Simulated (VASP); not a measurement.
# BaTiO3 (R3m) in VASP: further runs

Runs on BaTiO3. Level: PBE. Tasks: single point.

Program: VASP 6.6.1. These are calculated values, not measurements. Logs are shortened: lines on timing, memory, paths and dates and some standing lists are left out, and cuts for length are marked.

### 1 The cell of the first run

Symmetry: R3m, No. 160, trigonal system. Conventional cell: a = 5.693 Å, b = 5.693 Å, c = 6.999 Å, α = 90.00°, β = 90.00°, γ = 120.00°. Within 3.7 Å of Ba (site symmetry 3m) lie 12 O at 2.77 to 2.94 Å and 8 Ti at 3.41 to 3.59 Å. Within 2.5 Å of Ti (site symmetry 3m) lie 6 O at 1.88 to 2.17 Å. O (site symmetry m) has 2 Ti at 1.88 to 2.17 Å within 2.5 Å.

### 2 Single point, PBE (13.10 Å³/atom)

The input, INCAR:

```
SYSTEM = BaTiO3
ALGO = Normal ; EDIFF = 1E-6
ENCUT = 910 ; GGA = PE
GGA_COMPAT = .False. ; ISIF = 2
ISMEAR = -1 ; LASPH = .True.
LCHARG = .False. ; LREAL = .False.
LWAVE = .False. ; NBANDS = 28
NELM = 120 ; PREC = Accurate
SIGMA = 0.02
```

The input, KPOINTS:

```
k-points
0
Gamma
  8 8 8
  0 0 0
```

The input, POSCAR:

```
BaTiO3
1.0
    2.8463939388      1.6433663068      2.3330816787
   -2.8463939388      1.6433663068      2.3330816787
    0.0000000000     -3.2867326135      2.3330816787
Ba Ti O
1 1 3
Direct
   -0.0032980179     -0.0032980179     -0.0032980179
    0.4835946493      0.4835946493      0.4835946493
    0.5107950809      0.5107950809      0.0194132068
    0.0194132068      0.5107950809      0.5107950809
    0.5107950809      0.0194132068      0.5107950809
```

Potentials or basis: VASP PAW PBE potentials, release 64 (Ba_sv, Ti_sv, O_h).

Run with:

```sh
$ cat potpaw_PBE.64/Ba_sv/POTCAR potpaw_PBE.64/Ti_sv/POTCAR potpaw_PBE.64/O_h/POTCAR > POTCAR
$ mpirun -np 1 vasp_std > vasp.out
```

OUTCAR:

```text
SYSTEM = BaTiO3
   EDIFF = 1E-6
   ENCUT = 910
   GGA = PE
   ISIF = 2
   ISMEAR = -1
   LASPH = .True.
   LREAL = .False.
   NELM = 120
   PREC = Accurate

 ion  position               nearest neighbor table
   1  0.997  0.997  0.997-   4 2.77   5 2.77   3 2.77   5 2.85   4 2.85   4 2.85   5 2.85   3 2.85
                             3 2.85   4 2.94   5 2.94   3 2.94   2 3.41   2 3.46   2 3.46   2 3.46
   2  0.484  0.484  0.484-   3 1.88   4 1.88   5 1.88   3 2.17   4 2.17   5 2.17   1 3.41   1 3.46
                             1 3.46   1 3.46   1 3.52   1 3.52   1 3.52   1 3.59
   3  0.511  0.511  0.019-   2 1.88   2 2.17   1 2.77   1 2.85   1 2.85   1 2.94
   4  0.019  0.511  0.511-   2 1.88   2 2.17   1 2.77   1 2.85   1 2.85   1 2.94
   5  0.511  0.019  0.511-   2 1.88   2 2.17   1 2.77   1 2.85   1 2.85   1 2.94

  LATTYP: Found a trigonal (rhomboedric) cell.
 ALAT       =     4.0306179914
 COS(alpha) =     0.0025830844

  Lattice vectors:

 A1 = (   2.8463939388,   1.6433663068,   2.3330816787)
 A2 = (  -2.8463939388,   1.6433663068,   2.3330816787)
 A3 = (   0.0000000000,  -3.2867326135,   2.3330816787)

Analysis of symmetry for initial positions (statically):
=====================================================================
 Subroutine PRICEL returns:
 Original cell was already a primitive cell.

 Routine SETGRP: Setting up the symmetry group for a
 trigonal (rhombohedral) supercell.

 Subroutine GETGRP returns: Found  6 space group operations
 (whereof  6 operations were pure point group operations)
 out of a pool of 12 trial point group operations.

The static configuration has the point symmetry C_3v.

Analysis of symmetry for dynamics (positions and initial velocities):
=====================================================================
 Subroutine PRICEL returns:
 Original cell was already a primitive cell.

 Routine SETGRP: Setting up the symmetry group for a
 trigonal (rhombohedral) supercell.

 Subroutine GETGRP returns: Found  6 space group operations
 (whereof  6 operations were pure point group operations)
 out of a pool of 12 trial point group operations.

The dynamic configuration has the point symmetry C_3v.

 Subroutine INISYM returns: Found  6 space group operations
 (whereof  6 operations are pure point group operations),
 and found     1 'primitive' translations

----------------------------------------------------------------------------------------

                                     Primitive cell

  volume of cell :      65.4803

  direct lattice vectors                    reciprocal lattice vectors
     2.846393939  1.643366307  2.333081679     0.175660857  0.101417843  0.142872552
    -2.846393939  1.643366307  2.333081679    -0.175660857  0.101417843  0.142872552
     0.000000000 -3.286732613  2.333081679     0.000000000 -0.202835687  0.142872552

  length of vectors
     4.030617991  4.030617991  4.030617991     0.248102563  0.248102563  0.248102563

  position of ions in fractional coordinates (direct lattice)
     0.996701982  0.996701982  0.996701982
     0.483594649  0.483594649  0.483594649
     0.510795081  0.510795081  0.019413207
     0.019413207  0.510795081  0.510795081
     0.510795081  0.019413207  0.510795081

  ion indices of the primitive-cell ions
   primitive index   ion index
                 1           1
                 2           2
                 3           3
                 4           4
                 5           5

----------------------------------------------------------------------------------------

 KPOINTS: k-points

Automatic generation of k-mesh.
 Grid dimensions read from file:
 generate k-points for:    8    8    8

 Generating k-lattice:

  Cartesian coordinates                     Fractional coordinates (reciprocal lattice)
     0.021957607  0.012677230  0.017859069     0.125000000  0.000000000  0.000000000
    -0.021957607  0.012677230  0.017859069     0.000000000  0.125000000  0.000000000
     0.000000000 -0.025354461  0.017859069     0.000000000  0.000000000  0.125000000

  Length of vectors
     0.031012820  0.031012820  0.031012820

  Shift w.r.t. Gamma in fractional coordinates (k-lattice)
     0.000000000  0.000000000  0.000000000

 Subroutine IBZKPT returns following result:
 ===========================================

 Found     65 irreducible k-points:

 Following reciprocal coordinates:
            Coordinates               Weight
  0.000000  0.000000  0.000000      1.000000
  0.125000  0.000000  0.000000      6.000000
  0.250000  0.000000  0.000000      6.000000
  0.375000  0.000000  0.000000      6.000000
  0.500000  0.000000  0.000000      3.000000
  0.125000  0.125000  0.000000      6.000000
[... 16 lines left out ...]
  0.250000  0.125000  0.125000      6.000000
  0.375000  0.125000  0.125000      6.000000
 [... further k-points ...]
   k-points           NKPTS =     65   k-points in BZ     NKDIM =     65   number of bands    NBANDS=     28
   number of dos      NEDOS =    301   number of ions     NIONS =      5
   total plane-waves  NPLWV =  64000
   dimension x,y,z NGX =    40 NGY =   40 NGZ =   40
   dimension x,y,z NGXF=    80 NGYF=   80 NGZF=   80
   ions per type =               1   1   3
   NGX,Y,Z   is equivalent  to a cutoff of  16.50, 16.50, 16.50 a.u.
   NGXF,Y,Z  is equivalent  to a cutoff of  33.00, 33.00, 33.00 a.u.
 SYSTEM =  BaTiO3
   PREC   = accura    normal or accurate (medium, high low for compatibility)
   ISTART =      0    job   : 0-new  1-cont  2-samecut
   ICHARG =      2    charge: 1-file 2-atom 10-const
   ISPIN  =      1    spin polarized calculation?
   LNONCOLLINEAR =      F non collinear calculations
   LSORBIT =      F    spin-orbit coupling
   LASPH  =      T    aspherical Exc in radial PAW
   ENCUT  =  910.0 eV  66.88 Ry    8.18 a.u.   9.91  9.91  9.91*2*pi/ulx,y,z
   NELM   =    120;   NELMIN=  2; NELMDL= -5     # of ELM steps
   EDIFF  = 0.1E-05   stopping-criterion for ELM
   LREAL  =      F    real-space projection
   EDIFFG = 0.1E-04   stopping-criterion for IOM
   NSW    =      0    number of steps for IOM
   IBRION =     -1    ionic relax: 0-MD 1-quasi-New 2-CG
   NFREE  =      0    steps in history (QN), initial steepest desc. (CG)
   ISIF   =      2    stress and relaxation
   ISYM   =      2    0-nonsym 1-usesym 2-fastsym
   POTIM  = 0.5000    time-step for ionic-motion
   TEBEG  =    0.0;   TEEND  =   0.0 temperature during run
   PSTRESS=    0.0 pullay stress
   NELECT =      40.0000    total number of electrons
   NUPDOWN=      -1.0000    fix difference up-down
   EMIN   =  10.00;   EMAX   =-10.00  energy-range for DOS
   EFERMI =   0.00;   METHOD = LEGACY
   ISMEAR =    -1;   SIGMA  =   0.02  broadening in eV -4-tet -1-fermi 0-gaus
   EFERMI_NEDOS =   21; number of points for ismear=-14 and -15
   IALGO  =     38    algorithm
   IMIX   =      4    mixing-type and parameters
     AMIX     =   0.40;   BMIX     =  1.00
     AMIX_MAG =   1.60;   BMIX_MAG =  1.00
  volume/ion in A,a.u.               =      13.10        88.38
  Fermi-wavevector in a.u.,A,eV,Ry     =   1.389072  2.624965 26.252713  1.929520
  Thomas-Fermi vector in A             =   2.513137
   LORBIT       =      0    0 simple, 1 ext, 2 COOP (PROOUT), +10 PAW based schemes
   GGA     = PE    functional components
   LHFCALC =     F    Hartree Fock is set to
   AEXX    =    0.0000 exact exchange contribution
   IVDW    =     0    specifies the selected vdW correction
   LEPSILON=     F    determine dielectric tensor
   LRPA    =     F    only Hartree local field effects (RPA)
 non-spin polarized calculation
  energy-cutoff  :      910.00
  volume of cell :       65.48
 maximum number of plane-waves:      4100
   NGX = 19   NGY = 19   NGZ = 19

 number of electron      40.0000004 magnetization

 Free energy of the ion-electron system (eV)
  ---------------------------------------------------
  ext. energy  EPLUGINS =         0.00000000
  ---------------------------------------------------
  free energy    TOTEN  =       -40.06023336 eV

  energy without entropy =      -40.06023336  energy(sigma->0) =      -40.06023336

 E-fermi :   4.4110     XC(G=0): -11.1316

 val. band max:        3.9581793525   @ k =   0.5000   0.5000   0.5000
 cond. band min:       6.4032338652   @ k =   0.0000   0.0000   0.0000
 fundamental gap:      2.4450545127
 Fermi energy:         4.4109964646

 k-point     1 :       0.0000    0.0000    0.0000
  band No.  band energies     occupation
      1     -52.3598      2.00000
      2     -28.6116      2.00000
      3     -28.6095      2.00000
      4     -28.6095      2.00000
      5     -20.8849      2.00000
      6     -12.8152      2.00000
[... 20 lines left out ...]
     27       9.0301      0.00000
     28      11.1087      0.00000

 k-point     2 :       0.1250    0.0000    0.0000
  band No.  band energies     occupation
      1     -52.3597      2.00000
      2     -28.6174      2.00000
      3     -28.6104      2.00000
      4     -28.6092      2.00000
      5     -20.8696      2.00000
      6     -12.8205      2.00000
[... 20 lines left out ...]
     27       9.3242      0.00000
     28      11.4792      0.00000

 k-point     3 :       0.2500    0.0000    0.0000
  band No.  band energies     occupation
      1     -52.3594      2.00000
      2     -28.6343      2.00000
      3     -28.6099      2.00000
      4     -28.6086      2.00000
      5     -20.8324      2.00000
      6     -12.8735      2.00000
[... 20 lines left out ...]
     27      10.0981      0.00000
     28      12.2953      0.00000

 k-point     4 :       0.3750    0.0000    0.0000
  band No.  band energies     occupation
      1     -52.3591      2.00000
      2     -28.6512      2.00000
      3     -28.6092      2.00000
      4     -28.6079      2.00000
      5     -20.7945      2.00000
      6     -12.9647      2.00000
[... 578 lines left out ...]
     27       9.8502      0.00000
     28      11.8084      0.00000

 k-point    23 :       0.2500    0.1250    0.1250
  band No.  band energies     occupation
      1     -52.3591      2.00000
      2     -28.6336      2.00000
      3     -28.6166      2.00000
      4     -28.6151      2.00000
      5     -20.8080      2.00000
      6     -12.7946      2.00000
[... 20 lines left out ...]
     27      10.5828      0.00000
     28      12.1740      0.00000

 k-point    24 :       0.3750    0.1250    0.1250
  band No.  band energies     occupation
      1     -52.3588      2.00000
      2     -28.6504      2.00000
      3     -28.6159      2.00000
      4     -28.6145      2.00000
      5     -20.7736      2.00000
      6     -12.8428      2.00000
[... 20 lines left out ...]
     27      11.4475      0.00000
     28      12.5564      0.00000

 [... further k-points ...]
[... 5 lines left out ...]
  --------------------------------------------------------------------------------------
  -------------------------------------------------------------------------------------
  Total        1.3720094      1.3720094      1.5396849      0.0000000      0.0000000      0.0000000
  in kB       33.5704434     33.5704434     37.6731440      0.0000000      0.0000000      0.0000000
  external PRESSURE =      34.9380103 kB  Pullay stress =       0.0000000 kB

 VOLUME and BASIS-vectors are now :
 -----------------------------------------------------------------------------
  energy-cutoff  :      910.00
  volume of cell :       65.48
      direct lattice vectors                 reciprocal lattice vectors
     2.846393939  1.643366307  2.333081679     0.175660857  0.101417843  0.142872552
    -2.846393939  1.643366307  2.333081679    -0.175660857  0.101417843  0.142872552
     0.000000000 -3.286732613  2.333081679     0.000000000 -0.202835687  0.142872552

 POSITION                                       TOTAL-FORCE (eV/Angst)
 -----------------------------------------------------------------------------------
      0.00000      0.00000      6.97616        -0.000000      0.000000      0.040833
      0.00000      0.00000      3.38480        -0.000000      0.000000      0.039758
      0.00000      1.61504      2.42875        -0.000000      0.013152     -0.026864
     -1.39867     -0.80752      2.42875        -0.011390     -0.006576     -0.026864
      1.39867     -0.80752      2.42875         0.011390     -0.006576     -0.026864
 -----------------------------------------------------------------------------------
    total drift:                                0.000000      0.000004      0.002376

  FREE ENERGIE OF THE ION-ELECTRON SYSTEM (eV)
  ---------------------------------------------------
  free  energy   TOTEN  =       -40.0602333629 eV

  energy  without entropy=      -40.0602333629  energy(sigma->0) =      -40.06023336
```

Wall time 3.2 min (1 thread of AMD EPYC 7R13 (Zen 3), shared host); peak memory 0.4 GiB.

Results:

| Property | Result |
| --- | --- |
| Free energy | -40.0602 eV |
| Pressure | 3.5 GPa |
| Largest force | 0.041 eV/Å |
| Band gap on the k mesh | 2.44 eV (least direct gap 2.90 eV) |

Forces on the atoms (eV/Å):
```
Ba   0.000  0.000  0.041
Ti   0.000  0.000  0.040
O    0.000  0.013 -0.027
O   -0.011 -0.007 -0.027
O    0.011 -0.007 -0.027
```

Stress tensor (GPa, compression positive):
```
3.36 0.00 0.00
0.00 3.36 0.00
0.00 0.00 3.77
```

Caveat: the cutoff is under 1.25 times the usual one of these potentials, so pressure, stress and relaxed cells hold a basis-set (Pulay) error; the cell stands under pressure; spin-orbit coupling is left out, which moves the levels of the heavy elements. A k mesh can miss the band edges.

### 3 Single point, PBE (z stretched by -2 %, then relaxed in part)

The input, INCAR:

```
ALGO = Normal
EDIFF = 1E-7
ENCUT = 520
GGA = PE
ISIF = 2
ISMEAR = -1
LASPH = T
LCHARG = F
LREAL = F
LWAVE = F
NBANDS = 28
NELM = 80
PREC = Accurate
SIGMA = 0.02
```

The input, KPOINTS:

```
k-points
0
Gamma
  8 8 8
```

The input, POSCAR:

```
BaTiO3
1.0
    2.8276671207      1.6325543733      2.2713773724
   -2.8276671207      1.6325543733      2.2713773724
    0.0000000000     -3.2651087466      2.2713773724
Ba Ti O
1 1 3
Direct
   -0.0002986843     -0.0002986843     -0.0002986843
    0.4900895332      0.4900895332      0.4900895332
    0.5087503959      0.5087503959      0.0140083594
    0.0140083594      0.5087503959      0.5087503959
    0.5087503959      0.0140083594      0.5087503959
```

Potentials or basis: VASP PAW PBE potentials, release 64 (Ba_sv, Ti_sv, O).

Run with:

```sh
$ cat potpaw_PBE.64/Ba_sv/POTCAR potpaw_PBE.64/Ti_sv/POTCAR potpaw_PBE.64/O/POTCAR > POTCAR
$ mpirun -np 1 vasp_std > vasp.out
```

OUTCAR:

```text
EDIFF = 1E-7
   ENCUT = 520
   GGA = PE
   ISIF = 2
   ISMEAR = -1
   LASPH = T
   LREAL = F
   NELM = 80
   PREC = Accurate

 ion  position               nearest neighbor table
   1  1.000  1.000  1.000-   3 2.75   4 2.75   5 2.75   4 2.83   5 2.83   5 2.83   4 2.83   3 2.83
                             3 2.83   3 2.85   4 2.85   5 2.85   2 3.34   2 3.44   2 3.44   2 3.44
   2  0.490  0.490  0.490-   3 1.90   4 1.90   5 1.90   3 2.08   4 2.08   5 2.08   1 3.34   1 3.44
[... 953 lines left out ...]
  -------------------------------------------------------------------------------------
  Total        2.9686444      2.9686444      4.7807782      0.0000000      0.0000000      0.0000000
  in kB       75.6018241     75.6018241    121.7510454      0.0000000      0.0000000      0.0000000
  external PRESSURE =      90.9848979 kB  Pullay stress =       0.0000000 kB

 VOLUME and BASIS-vectors are now :
 -----------------------------------------------------------------------------
  energy-cutoff  :      520.00
  volume of cell :       62.91
      direct lattice vectors                 reciprocal lattice vectors
     2.827667121  1.632554373  2.271377372     0.176824208  0.102089504  0.146753832
    -2.827667121  1.632554373  2.271377372    -0.176824208  0.102089504  0.146753832
     0.000000000 -3.265108747  2.271377372     0.000000000 -0.204179009  0.146753832

 POSITION                                       TOTAL-FORCE (eV/Angst)
 -----------------------------------------------------------------------------------
      0.00000      0.00000      6.81210        -0.000000      0.000000      0.030499
      0.00000      0.00000      3.33953        -0.000000     -0.000000      0.053489
      0.00000      1.61539      2.34295        -0.000000      0.016925     -0.027996
     -1.39897     -0.80769      2.34295        -0.014657     -0.008462     -0.027996
      1.39897     -0.80769      2.34295         0.014657     -0.008462     -0.027996
 -----------------------------------------------------------------------------------
    total drift:                               -0.000000      0.000003     -0.000559

  FREE ENERGIE OF THE ION-ELECTRON SYSTEM (eV)
  ---------------------------------------------------
  free  energy   TOTEN  =       -39.9223488931 eV

  energy  without entropy=      -39.9223488931  energy(sigma->0) =      -39.92234889
```

OSZICAR:

```text
N       E                     dE             d eps       ncg     rms          rms(c)
DAV:   1     0.438162339783E+03    0.43816E+03   -0.20883E+04  3640   0.155E+03
DAV:   2    -0.343530850366E+01   -0.44160E+03   -0.42128E+03  4088   0.432E+02
DAV:   3    -0.483401223711E+02   -0.44905E+02   -0.44487E+02  5020   0.135E+02
DAV:   4    -0.505688720970E+02   -0.22287E+01   -0.22242E+01  5564   0.255E+01
DAV:   5    -0.506275276552E+02   -0.58656E-01   -0.58647E-01  4832   0.337E+00    0.238E+01
DAV:   6    -0.400367066368E+02    0.10591E+02   -0.56187E+01  5356   0.684E+01    0.992E+00
DAV:   7    -0.400635320691E+02   -0.26825E-01   -0.10134E+01  4928   0.234E+01    0.714E+00
DAV:   8    -0.399060101271E+02    0.15752E+00   -0.64385E-01  4388   0.751E+00    0.343E+00
DAV:   9    -0.399432965229E+02   -0.37286E-01   -0.28599E-01  5244   0.430E+00    0.140E+00
DAV:  10    -0.399242032079E+02    0.19093E-01   -0.12584E-01  4076   0.387E+00    0.456E-01
DAV:  11    -0.399223894924E+02    0.18137E-02   -0.11518E-02  4980   0.762E-01    0.107E-01
DAV:  12    -0.399226595484E+02   -0.27006E-03   -0.19496E-03  5344   0.390E-01    0.158E-01
DAV:  13    -0.399223469622E+02    0.31259E-03   -0.11310E-03  4736   0.351E-01    0.110E-02
DAV:  14    -0.399223487450E+02   -0.17828E-05   -0.34665E-05  4332   0.458E-02    0.637E-03
DAV:  15    -0.399223490467E+02   -0.30165E-06   -0.49092E-06  5128   0.182E-02    0.513E-03
DAV:  16    -0.399223488233E+02    0.22336E-06   -0.10367E-06  4164   0.103E-02    0.109E-03
DAV:  17    -0.399223489289E+02   -0.10566E-06   -0.42749E-08  2600   0.163E-03    0.101E-03
DAV:  18    -0.399223488931E+02    0.35838E-07   -0.65614E-08  2772   0.266E-03
   1 F= -.39922349E+02 E0= -.39922349E+02  d E =-.720147E-12
```

Wall time 3.9 min (1 thread of Intel Xeon 8259CL, shared host); peak memory 0.25 GiB.

Results:

- Free energy: -39.9223 eV
- Pressure: 9.1 GPa
- Largest force: 0.053 eV/Å
- Band gap on the k mesh: 2.15 eV (least direct gap 2.48 eV)

Forces in eV/Å, atoms in the order of the input:
```
Ba   0.000  0.000  0.030
Ti   0.000  0.000  0.053
O    0.000  0.017 -0.028
O   -0.015 -0.008 -0.028
O    0.015 -0.008 -0.028
```

Levels at points of the mesh, in eV from the valence-band top:
| k point | band 18 | band 19 | band 20 | band 21 | band 22 | band 23 |
| --- | --- | --- | --- | --- | --- | --- |
| (0.00, 0.00, 0.00) | -0.33 | -0.33 | -0.33 | 2.15 | 2.15 | 2.19 |
| (0.50, 0.00, 0.00) | -1.71 | -0.85 | -0.84 | 2.31 | 3.71 | 3.79 |
| (0.50, 0.50, 0.00) | -0.89 | -0.87 | -0.11 | 3.75 | 3.78 | 4.15 |
| (0.50, 0.50, 0.50) | -0.04 | -0.04 | 0.00 | 4.31 | 4.44 | 4.44 |

Caveat: the cell differs from its parent crystal (z stretched by -2 %, then relaxed in part); the cell stands under pressure; spin-orbit coupling is left out, which moves the levels of the heavy elements.

(Part 1 of 2 ends here.)
